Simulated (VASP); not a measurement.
# B (C2/m) in VASP: a series of runs, part 2 of 2

VASP 6.6.1. Earlier steps stand in the parts before.

## Step 3: Single point, PBE

This run uses another cell than the first one: it holds 4 atoms, not 2.

Contents of INCAR:

```
PREC = Accurate
ENCUT = 500
EDIFF = 1E-6
ISMEAR = 0
SIGMA = 0.1
LREAL = False
LASPH = True
NELM = 120
ALGO = Normal
ISIF = 2
LWAVE = False
LCHARG = False
GGA = PE
NBANDS = 14
GGA_COMPAT = False
```

Contents of KPOINTS:

```
regular mesh
0
Gamma
  8 8 6
```

Contents of POSCAR:

```
B
1.0
    2.8007371658     -1.4542887700      0.0000000000
    2.8007371658      1.4542887700      0.0000000000
   -0.1319137400      0.0000000000      3.2428715751
B
4
Direct
    0.4027028017      0.4027028017      0.6939633876
    0.2692995526      0.2692995526      0.1708990311
    0.7307004474      0.7307004474      0.8291009689
    0.5972971983      0.5972971983      0.3060366124
```

Potentials or basis: VASP PAW PBE potentials, release 64 (B).

The run is started by

```bash
$ cat potpaw_PBE.64/B/POTCAR > POTCAR
$ mpirun -np 1 vasp_std > vasp.out
```

OUTCAR:

```text
PREC = Accurate
   ENCUT = 500
   EDIFF = 1E-6
   ISMEAR = 0
   LREAL = False
   LASPH = True
   NELM = 120
   ISIF = 2
   GGA = PE

 ion  position               nearest neighbor table
   1  0.403  0.403  0.694-   4 1.70   2 1.75   3 1.81   3 1.81   2 1.83   3 1.87
   2  0.269  0.269  0.171-   1 1.75   4 1.81   4 1.81   1 1.83   3 1.84   3 1.84   4 1.87
   3  0.731  0.731  0.829-   4 1.75   1 1.81   1 1.81   4 1.83   2 1.84   2 1.84   1 1.87
   4  0.597  0.597  0.306-   1 1.70   3 1.75   2 1.81   2 1.81   3 1.83   2 1.87

[... 610 lines left out ...]
  Direction    XX          YY          ZZ          XY          YZ          ZX
  --------------------------------------------------------------------------------------
  -------------------------------------------------------------------------------------
  Total       -0.0080664     -0.1375089      0.1563154      0.0000000      0.0000000     -0.1658208
  in kB       -0.4892238     -8.3398598      9.4804660      0.0000000      0.0000000    -10.0569654
  external PRESSURE =       0.2171275 kB  Pullay stress =       0.0000000 kB

 VOLUME and BASIS-vectors are now :
 -----------------------------------------------------------------------------
  energy-cutoff  :      500.00
  volume of cell :       26.42
      direct lattice vectors                 reciprocal lattice vectors
     2.800737166 -1.454288770  0.000000000     0.178524428 -0.343810672  0.007262028
     2.800737166  1.454288770  0.000000000     0.178524428  0.343810672  0.007262028
    -0.131913740  0.000000000  3.242871575     0.000000000  0.000000000  0.308368672

 POSITION                                       TOTAL-FORCE (eV/Angst)
 -----------------------------------------------------------------------------------
      2.16419      0.00000      2.25043        -0.019302      0.000000     -0.010504
      1.48593      0.00000      0.55420        -0.012186      0.000000      0.007968
      3.98363      0.00000      2.68867         0.012186      0.000000     -0.007968
      3.30537      0.00000      0.99244         0.019302      0.000000      0.010504
 -----------------------------------------------------------------------------------
    total drift:                                0.000000     -0.000000      0.000000

  FREE ENERGIE OF THE ION-ELECTRON SYSTEM (eV)
  ---------------------------------------------------
  free  energy   TOTEN  =       -25.9461095494 eV

  energy  without entropy=      -25.9432873266  energy(sigma->0) =      -25.94469844
```

OSZICAR:

```text
N       E                     dE             d eps       ncg     rms          rms(c)
DAV:   1     0.118684124854E+02    0.11868E+02   -0.56252E+03  3208   0.757E+02
DAV:   2    -0.256235152330E+02   -0.37492E+02   -0.35422E+02  4186   0.157E+02
DAV:   3    -0.266396158208E+02   -0.10161E+01   -0.10097E+01  4184   0.204E+01
DAV:   4    -0.266419673114E+02   -0.23515E-02   -0.23506E-02  3588   0.106E+00
DAV:   5    -0.266419741243E+02   -0.68130E-05   -0.68123E-05  4148   0.510E-02    0.549E+00
DAV:   6    -0.261381095554E+02    0.50386E+00   -0.24908E-01  3978   0.288E+00    0.326E+00
DAV:   7    -0.259451825140E+02    0.19293E+00   -0.31083E-01  4050   0.325E+00    0.461E-01
DAV:   8    -0.259459502973E+02   -0.76778E-03   -0.76849E-03  3822   0.623E-01    0.129E-01
DAV:   9    -0.259460954043E+02   -0.14511E-03   -0.42423E-04  4014   0.144E-01    0.157E-02
DAV:  10    -0.259461053436E+02   -0.99393E-05   -0.11801E-05  3944   0.252E-02    0.916E-03
DAV:  11    -0.259461094508E+02   -0.41072E-05   -0.43593E-06  3962   0.147E-02    0.131E-03
DAV:  12    -0.259461095494E+02   -0.98638E-07   -0.76698E-08  1896   0.203E-03
   1 F= -.25946110E+02 E0= -.25944698E+02  d E =-.282222E-02
```

Run time: 42 s. Hardware: 1 thread of AMD EPYC 7R13, shared host; peak memory 0.12 GiB.

What came out:

```yaml
Free_energy: -25.9461 eV
Pressure: 0.0 GPa
Largest_force: 0.022 eV/Å
Band_gap_on_the_k_mesh: zero (band 6 reaches 9.74 eV, above the bottom of band 7 at 7.87 eV)
```

Forces in eV/Å, atoms in the order of the input:
```
B   -0.019  0.000 -0.011
B   -0.012  0.000  0.008
B    0.012  0.000 -0.008
B    0.019  0.000  0.011
```

## Step 4: Single point, PBE

This run uses another cell than the first one: it holds 4 atoms, not 2.

Contents of INCAR:

```
SYSTEM = B
PREC     = Accurate       ! precision mode
ENCUT    = 520            ! plane-wave cutoff, eV
EDIFF    = 1E-6           ! SCF threshold, eV
ISMEAR   = 0              ! smearing method
SIGMA    = 0.1            ! smearing width, eV
LREAL    = .False.        ! projectors in reciprocal space
LASPH    = .True.         ! aspherical terms in the spheres
NELM     = 60             ! most SCF steps
ALGO     = Normal         ! electronic algorithm
ISIF     = 2              ! what is computed and relaxed
LWAVE    = .False.        ! write WAVECAR
LCHARG   = .False.        ! write CHGCAR
GGA      = PE             ! functional
NBANDS   = 14             ! bands
```

Contents of KPOINTS:

```
regular mesh
0
Gamma
  6 6 6
  0 0 0
```

Contents of POSCAR:

```
B
1.0
    2.7943612660     -1.4493375545     -0.0049257775
    2.7943612660      1.4493375545     -0.0049257775
   -0.1189452320      0.0000000000      3.2612233702
B
4
Direct
    0.2306882822      0.2306882822      0.3279719299
    0.0958885030      0.0958885030      0.8027881611
    0.7693117178      0.7693117178      0.6720280701
    0.9041114970      0.9041114970      0.1972118389
```

The run is started by

```bash
$ cat potpaw_PBE.64/B/POTCAR > POTCAR
$ mpirun -np 1 vasp_std > vasp.out
```

Wall time 7.1 s (1 thread of Intel Xeon 6975P-C (Granite Rapids), shared host); peak memory 0.13 GiB.

The run converged. Its results:

```
Free energy            : -25.9457 eV
Pressure               : 0.0 GPa
Largest force          : 0.030 eV/Å
Band gap on the k mesh : zero (band 6 reaches 9.57 eV, above the bottom of band 7 at 7.99 eV)
```

Forces in eV/Å, atoms in the order of the input:
```
B   -0.005  0.000  0.030
B    0.001  0.000 -0.022
B    0.005  0.000 -0.030
B   -0.001  0.000  0.022
```

Stress tensor (GPa, compression positive):
```
-0.18  0.00  0.09
 0.00 -0.06  0.00
 0.09  0.00  0.15
```

Levels at points of the mesh, in eV from the Fermi level:
| k point | band 4 | band 5 | band 6 | band 7 | band 8 | band 9 |
| --- | --- | --- | --- | --- | --- | --- |
| (0.00, 0.00, 0.00) | -4.03 | -3.85 | -3.70 | 0.49 | 3.73 | 5.41 |
| (0.50, 0.00, 0.00) | -5.79 | -5.10 | -3.84 | -0.17 | 1.65 | 5.59 |
| (0.50, 0.50, 0.00) | -5.85 | -5.58 | -0.96 | -0.30 | 1.72 | 3.47 |
| (0.00, 0.00, 0.50) | -2.96 | -2.46 | 0.52 | 2.04 | 3.33 | 3.67 |
| (0.50, 0.00, 0.50) | -9.40 | -5.42 | -5.04 | 1.51 | 2.35 | 8.80 |
| (0.50, 0.50, 0.50) | -10.32 | -4.06 | -2.20 | 2.37 | 3.12 | 8.20 |

Caveat: the k points lie up to 0.41 Å⁻¹ apart.

## Step 5: Overview

| cell | k mesh | cutoff (eV) | gap on the mesh (eV) | pressure (GPa) | largest force (eV/Å) |
| --- | --- | --- | --- | --- | --- |
| a = 3.037, b = 3.037, c = 1.856 Å, angles 105.5, 105.5, 115.0°, 2 atoms | 22 × 22 × 34 | 520 | none | 0.0 | - |
| a = 3.156, b = 3.156, c = 3.246 Å, angles 92.1, 92.1, 54.9°, 4 atoms | 8 × 8 × 6 | 500 | none | 0.0 | 0.02 |
| a = 3.148, b = 3.148, c = 3.263 Å, angles 91.9, 91.9, 54.8°, 4 atoms | 6 × 6 × 6 | 520 | none | 0.0 | 0.03 |

Alike in all rows: task single point; level PBE; potentials or basis VASP PAW PBE potentials, release 64 (B); no spin polarisation; smearing gaussian 0.1 eV.

Caveats: some runs use coarse meshes.

Total energies depend on the potentials used, so only differences within one code and one set of settings carry meaning.
